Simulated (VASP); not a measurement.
# Al9H in VASP: notebook

Al9H is run at these levels: PBE; tasks: single point.

All numbers are computed with VASP 6.6.1; they aren't measurements. Logs are shortened: lines on timing, memory, paths and dates and some standing lists are left out, and cuts for length are marked.

**1. The cell of the first run**

The cell holds a slab with vacuum, 10 atoms: a = 2.854 Å, b = 9.808 Å, c = 21.790 Å, α = 90.00°, β = 90.00°, γ = 98.37°.

**2. Single point, PBE**

The input, INCAR:

```
SYSTEM = Al9H
PREC     = Accurate       ! precision mode
ENCUT    = 520            ! plane-wave cutoff, eV
EDIFF    = 1E-6           ! SCF threshold, eV
ISMEAR   = 0              ! smearing method
SIGMA    = 0.1            ! smearing width, eV
LREAL    = .FALSE.        ! projectors in reciprocal space
LASPH    = .TRUE.         ! aspherical terms in the spheres
NELM     = 80             ! most SCF steps
ALGO     = Normal         ! electronic algorithm
ISIF     = 2              ! what is computed and relaxed
LWAVE    = .FALSE.        ! write WAVECAR
LCHARG   = .FALSE.        ! write CHGCAR
LDIPOL   = .TRUE.       
IDIPOL   = 3            
DIPOL    = 0.5 0.5 0.313
GGA      = PE             ! functional
NBANDS   = 25             ! bands
```

The input, KPOINTS:

```
regular mesh
0
G
  9 3 1
  0 0 0
```

The input, POSCAR:

```
Al9H
1.0
    2.8543223330      0.0000000000      0.0000000000
   -1.4271611665      9.7033329366      0.0000000000
    0.0000000000      0.0000000000     21.7902708969
Al H
9 1
Direct
    0.5324485604      0.0648971207      0.1835681630
    0.6709687938      0.3419375876      0.2292758741
    0.2986728405      0.5973456810      0.2384174163
    0.9263768872      0.8527537744      0.2475589585
    0.0639738222      0.1277383808      0.2937147080
    0.1995905480      0.4042696935      0.3452583266
    0.8288544886      0.6597110299      0.3524478004
    0.4526361687      0.9111292155      0.3607640453
    0.5925232094      0.1814597089      0.4034034702
    0.8425232094      0.4314597089      0.4800431783
```

Potentials or basis: VASP PAW PBE potentials, release 64 (Al, H).

Run with:

```bash
$ cat potpaw_PBE.64/Al/POTCAR potpaw_PBE.64/H/POTCAR > POTCAR
$ mpirun -np 1 vasp_std > vasp.out
```

OUTCAR:

```text
SYSTEM = Al9H
   PREC = Accurate
   ENCUT = 520
   EDIFF = 1E-6
   ISMEAR = 0
   LREAL = .FALSE.
   LASPH = .TRUE.
   NELM = 80
   ISIF = 2
   GGA = PE

 ion  position               nearest neighbor table
   1  0.532  0.065  0.184-   5 2.86   5 2.86   2 2.87   4 2.87   4 2.87
   2  0.671  0.342  0.229-   1 2.87   3 2.87   3 2.87   5 2.89   5 2.89   6 2.96   6 2.97
   3  0.299  0.597  0.238-   4 2.87   4 2.87   2 2.87   2 2.87   7 2.93   7 2.93   6 2.99
   4  0.926  0.853  0.248-   5 2.85   3 2.87   3 2.87   1 2.87   1 2.87   8 2.90   8 2.91   7 2.96

   5  0.064  0.128  0.294-   9 2.83   9 2.83   4 2.85   1 2.86   1 2.86   2 2.89   2 2.89   6 2.91
                             8 2.93   8 2.93
   6  0.200  0.404  0.345-   7 2.86   7 2.87   9 2.88   9 2.89   5 2.91   2 2.96   2 2.97   3 2.99

   7  0.829  0.660  0.352-   8 2.83   8 2.83   6 2.86   6 2.87   3 2.93   3 2.93   4 2.96
   8  0.453  0.911  0.361-   9 2.78   7 2.83   7 2.83   4 2.90   4 2.91   5 2.93   5 2.93
   9  0.593  0.181  0.403-   8 2.78   5 2.83   5 2.83   6 2.88   6 2.89
  10  0.843  0.431  0.480-

  LATTYP: Found a base centered orthorhombic cell.
 ALAT       =     2.8543223330
 B/A-ratio  =     6.7990449603
 C/A-ratio  =     7.6341311018

  Lattice vectors:

 A1 = (   1.4271611665,  -9.7033329366,   0.0000000000)
 A2 = (   1.4271611665,   9.7033329366,   0.0000000000)
 A3 = (   0.0000000000,   0.0000000000,  21.7902708969)

Analysis of symmetry for initial positions (statically):
=====================================================================
 Subroutine PRICEL returns:
 Original cell was already a primitive cell.

 Routine SETGRP: Setting up the symmetry group for a
 base centered orthorhombic supercell.

 Subroutine GETGRP returns: Found  1 space group operations
 (whereof  1 operations were pure point group operations)
 out of a pool of  8 trial point group operations.

The static configuration has the point symmetry C_1 .

Analysis of symmetry for dynamics (positions and initial velocities):
=====================================================================
 Subroutine PRICEL returns:
 Original cell was already a primitive cell.

 Routine SETGRP: Setting up the symmetry group for a
 base centered orthorhombic supercell.

 Subroutine GETGRP returns: Found  1 space group operations
 (whereof  1 operations were pure point group operations)
 out of a pool of  8 trial point group operations.

The dynamic configuration has the point symmetry C_1 .

[... 141 lines left out ...]
   EFERMI_NEDOS =   21; number of points for ismear=-14 and -15
   IALGO  =     38    algorithm
   IMIX   =      4    mixing-type and parameters
     AMIX     =   0.40;   BMIX     =  1.00
     AMIX_MAG =   1.60;   BMIX_MAG =  1.00
  volume/ion in A,a.u.               =      60.35       407.27
  Fermi-wavevector in a.u.,A,eV,Ry     =   0.588255  1.111640  4.708207  0.346043
  Thomas-Fermi vector in A             =   1.635447
   LORBIT       =      0    0 simple, 1 ext, 2 COOP (PROOUT), +10 PAW based schemes
   GGA     = PE    functional components
   LHFCALC =     F    Hartree Fock is set to
   AEXX    =    0.0000 exact exchange contribution
   IVDW    =     0    specifies the selected vdW correction
   LEPSILON=     F    determine dielectric tensor
   LRPA    =     F    only Hartree local field effects (RPA)
 non-spin polarized calculation
 Gauss-broadening in eV      SIGMA  =   0.10
  energy-cutoff  :      520.00
  volume of cell :      603.51
 maximum number of plane-waves:     16329
 NGX is ok and might be reduce to    24
   NGX = 11   NGY = 37   NGZ = 81

 dipolmoment           0.000000      0.000000     -0.078017 electrons x Angstroem

 number of electron      28.0000000 magnetization

 dipolmoment           0.000000      0.000000      0.177650 electrons x Angstroem

 Free energy of the ion-electron system (eV)
  ---------------------------------------------------
  ext. energy  EPLUGINS =         0.00000000
  ---------------------------------------------------
  free energy    TOTEN  =       -31.86253459 eV

  energy without entropy =      -31.83666078  energy(sigma->0) =      -31.84959769

 E-fermi :  -1.5462     XC(G=0):  -3.5947

 val. band max:       -1.5547810796   @ k =   0.2222   0.3333   0.0000
 cond. band min:      -1.4746718966   @ k =  -0.4444   0.3333   0.0000
 fundamental gap:      0.0801091830
 Fermi energy:        -1.5461582113

 k-point     1 :       0.0000    0.0000    0.0000
  band No.  band energies     occupation
      1     -11.5710      2.00000
      2     -10.0342      2.00000
      3      -9.9136      2.00000
      4      -9.2656      2.00000
      5      -7.4384      2.00000
      6      -7.4120      2.00000
[... 381 lines left out ...]
     24       2.8931      0.00000
     25       3.0185      0.00000

------------------------ aborting loop because EDIFF is reached ----------------------------------------

 vacuum level on the upper side and lower side of the slab       (xc-potential included)         0.457        -0.677

  FORCE on cell =-STRESS in cart. coord.  units (eV):
  Direction    XX          YY          ZZ          XY          YZ          ZX
  --------------------------------------------------------------------------------------
  -------------------------------------------------------------------------------------
  Total       -7.5003685     -7.0252799     -0.5895528      0.8552084     -0.8934504     -0.0171404
  in kB      -19.9116204    -18.6503778     -1.5651166      2.2703664     -2.3718895     -0.0455034
  external PRESSURE =     -13.3757049 kB  Pullay stress =       0.0000000 kB

 VOLUME and BASIS-vectors are now :
 -----------------------------------------------------------------------------
  energy-cutoff  :      520.00
  volume of cell :      603.51
      direct lattice vectors                 reciprocal lattice vectors
     2.854322333  0.000000000  0.000000000     0.350345856  0.051528686  0.000000000
    -1.427161166  9.703332937  0.000000000     0.000000000  0.103057373  0.000000000
     0.000000000  0.000000000 21.790270897     0.000000000  0.000000000  0.045892041

 POSITION                                       TOTAL-FORCE (eV/Angst)
 -----------------------------------------------------------------------------------
      1.42716      0.62972      4.00000        -0.007880      0.197657      0.002804
      1.42716      3.31793      4.99598         0.009847     -0.000993     -0.082914
     -0.00000      5.79624      5.19518        -0.008642     -0.031513     -0.036032
      1.42716      8.27455      5.39438         0.010031     -0.175179     -0.193056
      0.00030      1.23949      6.40012         0.005202      0.042003     -0.004189
     -0.00726      3.92276      7.52327        -0.046702      0.120279      0.314202
      1.42430      6.40140      7.67993         0.008245     -0.166782      0.159954
     -0.00836      8.84099      7.86115         0.007620     -0.001560      0.080166
      1.43228      1.76076      8.79027         0.049287      0.370261      0.373781
      1.78907      4.18660     10.46027        -0.027008     -0.354173     -0.614718
 -----------------------------------------------------------------------------------
    total drift:                               -0.000102     -0.000045     -0.000065

  FREE ENERGIE OF THE ION-ELECTRON SYSTEM (eV)
  ---------------------------------------------------
  free  energy   TOTEN  =       -31.8625345908 eV

  energy  without entropy=      -31.8366607794  energy(sigma->0) =      -31.84959769

 vacuum level on the upper side and lower side of the slab         3.791         2.623
```

OSZICAR:

```text
N       E                     dE             d eps       ncg     rms          rms(c)
DAV:   1     0.936662785636E+02    0.93666E+02   -0.79501E+03   700   0.756E+02
DAV:   2    -0.269139296333E+02   -0.12058E+03   -0.11466E+03  1011   0.129E+02
DAV:   3    -0.328346310072E+02   -0.59207E+01   -0.57758E+01   858   0.291E+01
DAV:   4    -0.330876335026E+02   -0.25300E+00   -0.25255E+00  1183   0.728E+00
[... 15 lines left out ...]
DAV:  20    -0.318625104703E+02   -0.18718E-04   -0.13944E-06   666   0.422E-03    0.976E-04
DAV:  21    -0.318625255566E+02   -0.15086E-04   -0.11303E-06   631   0.318E-03    0.352E-04
DAV:  22    -0.318625307137E+02   -0.51572E-05   -0.25016E-07   547   0.194E-03    0.347E-04
DAV:  23    -0.318625336342E+02   -0.29205E-05   -0.15387E-07   526   0.137E-03    0.217E-04
DAV:  24    -0.318625345908E+02   -0.95654E-06   -0.53871E-08   515   0.961E-04
   1 F= -.31862535E+02 E0= -.31849598E+02  d E =-.258738E-01
```

stdout:

```text
POSCAR found type information on POSCAR AlH
 POSCAR found :  2 types and      10 ions
 scaLAPACK will be used
 LDA part: xc-table for (Slater+PW92), standard interpolation
 -----------------------------------------------------------------------------
|                                                                             |
|           W    W    AA    RRRRR   N    N  II  N    N   GGGG   !!!           |
|           W    W   A  A   R    R  NN   N  II  NN   N  G    G  !!!           |
|           W    W  A    A  R    R  N N  N  II  N N  N  G       !!!           |
|           W WW W  AAAAAA  RRRRR   N  N N  II  N  N N  G  GGG   !            |
|           WW  WW  A    A  R   R   N   NN  II  N   NN  G    G                |
|           W    W  A    A  R    R  N    N  II  N    N   GGGG   !!!           |
|                                                                             |
|     Your reciprocal lattice and k-lattice belong to different lattice       |
|     classes:                                                                |
|                                                                             |
|        The reciprocal lattice is base centered orthorhombic,                |
|        whereas your k-lattice is simple monoclinic.                         |
|                                                                             |
|     Results are often still useful ...                                      |
|                                                                             |
 -----------------------------------------------------------------------------

 POSCAR, INCAR and KPOINTS ok, starting setup
 FFT: planning ... GRIDC
 FFT: planning ... GRID_SOFT
 FFT: planning ... GRID
 WAVECAR not read
 entering main loop
```

Run time: 10 min. Hardware: 1 thread of Intel Xeon 8259CL, shared host; peak memory 0.7 GiB.

Results:

```
Free energy            : -31.8625 eV
Largest force          : 0.710 eV/Å
Band gap on the k mesh : zero (bands 14 and 15 overlap by 0.90 eV)
```

Forces on the atoms (eV/Å):
```
Al  -0.008  0.198  0.003
Al   0.010 -0.001 -0.083
Al  -0.009 -0.032 -0.036
Al   0.010 -0.175 -0.193
Al   0.005  0.042 -0.004
Al  -0.047  0.120  0.314
Al   0.008 -0.167  0.160
Al   0.008 -0.002  0.080
Al   0.049  0.370  0.374
H   -0.027 -0.354 -0.615
```

Levels at points of the mesh, in eV from the Fermi level:
| k point | band 10 | band 11 | band 12 | band 13 | band 14 | band 15 | band 16 | band 17 | band 18 | band 19 |
| --- | --- | --- | --- | --- | --- | --- | --- | --- | --- | --- |
| (0.00, 0.00, 0.00) | -2.53 | -1.91 | -1.56 | -1.42 | -1.14 | -0.63 | 1.23 | 2.03 | 2.49 | 2.63 |

**3. Single point, PBE**

The input, INCAR:

```
SYSTEM = Al9H
ALGO = Normal ; DIPOL = 0.5 0.5 0.318
EDIFF = 1E-7 ; ENCUT = 520
GGA = PE ; IDIPOL = 3
ISIF = 2 ; ISMEAR = 0
LASPH = .TRUE. ; LCHARG = .FALSE.
LDIPOL = .TRUE. ; LREAL = .FALSE.
LWAVE = .FALSE. ; NBANDS = 25
NELM = 100 ; PREC = Accurate
SIGMA = 0.1
```

The input, KPOINTS:

```
k-points
0
G
  9 3 1
  0 0 0
```

POSCAR, as its differences from that of step 2:

```diff
@@ -17,2 +17,2 @@
     0.5925232094      0.1814597089      0.4034034702
-    0.8425232094      0.4314597089      0.4800431783
+    0.8425232094      0.4314597089      0.5213460150
```

Potentials or basis: VASP PAW PBE potentials, release 64 (Al, H).

Run with:

```bash
$ cat potpaw_PBE.64/Al/POTCAR potpaw_PBE.64/H/POTCAR > POTCAR
$ mpirun -np 1 vasp_std > vasp.out
```

OUTCAR:

```text
SYSTEM = Al9H
   EDIFF = 1E-7
   ENCUT = 520
   GGA = PE
   ISIF = 2
   ISMEAR = 0
   LASPH = .TRUE.
   LREAL = .FALSE.
   NELM = 100
   PREC = Accurate

 ion  position               nearest neighbor table
   1  0.532  0.065  0.184-   5 2.86   5 2.86   2 2.87   4 2.87   4 2.87
   2  0.671  0.342  0.229-   1 2.87   3 2.87   3 2.87   5 2.89   5 2.89   6 2.96   6 2.97
   3  0.299  0.597  0.238-   4 2.87   4 2.87   2 2.87   2 2.87   7 2.93   7 2.93   6 2.99
   4  0.926  0.853  0.248-   5 2.85   3 2.87   3 2.87   1 2.87   1 2.87   8 2.90   8 2.91   7 2.96

   5  0.064  0.128  0.294-   9 2.83   9 2.83   4 2.85   1 2.86   1 2.86   2 2.89   2 2.89   6 2.91
                             8 2.93   8 2.93
   6  0.200  0.404  0.345-   7 2.86   7 2.87   9 2.88   9 2.89   5 2.91   2 2.96   2 2.97   3 2.99

   7  0.829  0.660  0.352-   8 2.83   8 2.83   6 2.86   6 2.87   3 2.93   3 2.93   4 2.96
   8  0.453  0.911  0.361-   9 2.78   7 2.83   7 2.83   4 2.90   4 2.91   5 2.93   5 2.93
   9  0.593  0.181  0.403-   8 2.78   5 2.83   5 2.83   6 2.88   6 2.89
  10  0.843  0.431  0.521-

  LATTYP: Found a base centered orthorhombic cell.
[... 614 lines left out ...]

------------------------ aborting loop because EDIFF is reached ----------------------------------------

 vacuum level on the upper side and lower side of the slab       (xc-potential included)         0.768        -0.803

  FORCE on cell =-STRESS in cart. coord.  units (eV):
  Direction    XX          YY          ZZ          XY          YZ          ZX
  --------------------------------------------------------------------------------------
  -------------------------------------------------------------------------------------
  Total       -7.9727657     -6.4245856     -0.2044610      1.0374030     -0.6295117     -0.0568655
  in kB      -21.1657180    -17.0556834     -0.5427934      2.7540479     -1.6711976     -0.1509638
  external PRESSURE =     -12.9213983 kB  Pullay stress =       0.0000000 kB

 VOLUME and BASIS-vectors are now :
 -----------------------------------------------------------------------------
  energy-cutoff  :      520.00
  volume of cell :      603.51
      direct lattice vectors                 reciprocal lattice vectors
     2.854322333  0.000000000  0.000000000     0.350345856  0.051528686  0.000000000
    -1.427161166  9.703332937  0.000000000     0.000000000  0.103057373  0.000000000
     0.000000000  0.000000000 21.790270897     0.000000000  0.000000000  0.045892041

 POSITION                                       TOTAL-FORCE (eV/Angst)
 -----------------------------------------------------------------------------------
      1.42716      0.62972      4.00000         0.003702      0.157304      0.027032
      1.42716      3.31793      4.99598         0.002981      0.045390     -0.027326
     -0.00000      5.79624      5.19518        -0.009884     -0.020935     -0.023116
      1.42716      8.27455      5.39438         0.001356     -0.149586     -0.200495
      0.00030      1.23949      6.40012         0.004110      0.016197     -0.034652
     -0.00726      3.92276      7.52327         0.006484      0.073571      0.126052
      1.42430      6.40140      7.67993         0.005992     -0.137902      0.085792
     -0.00836      8.84099      7.86115         0.001970      0.009941      0.106105
      1.43228      1.76076      8.79027        -0.004172      0.121949      0.200183
      1.78907      4.18660     11.36027        -0.012538     -0.115930     -0.259575
 -----------------------------------------------------------------------------------
    total drift:                               -0.000051     -0.000051     -0.000094

  FREE ENERGIE OF THE ION-ELECTRON SYSTEM (eV)
  ---------------------------------------------------
  free  energy   TOTEN  =       -31.4961662727 eV

  energy  without entropy=      -31.4773922934  energy(sigma->0) =      -31.48677928

 vacuum level on the upper side and lower side of the slab         4.168         2.557
```

Wall time 12 min (1 thread of Intel Xeon 8259CL, shared host); peak memory 0.7 GiB.

Results:

* Free energy: -31.4962 eV
* Largest force: 0.285 eV/Å
* Band gap on the k mesh: zero (bands 14 and 15 overlap by 1.08 eV)

Forces in eV/Å, atoms in the order of the input:
```
Al   0.004  0.157  0.027
Al   0.003  0.045 -0.027
Al  -0.010 -0.021 -0.023
Al   0.001 -0.150 -0.200
Al   0.004  0.016 -0.035
Al   0.006  0.074  0.126
Al   0.006 -0.138  0.086
Al   0.002  0.010  0.106
Al  -0.004  0.122  0.200
H   -0.013 -0.116 -0.260
```

Levels at points of the mesh, in eV from the Fermi level:
| k point | band 12 | band 13 | band 14 | band 15 | band 16 | band 17 |
| --- | --- | --- | --- | --- | --- | --- |
| (0.00, 0.00, 0.00) | -1.57 | -1.40 | -1.12 | -0.83 | 1.15 | 2.01 |
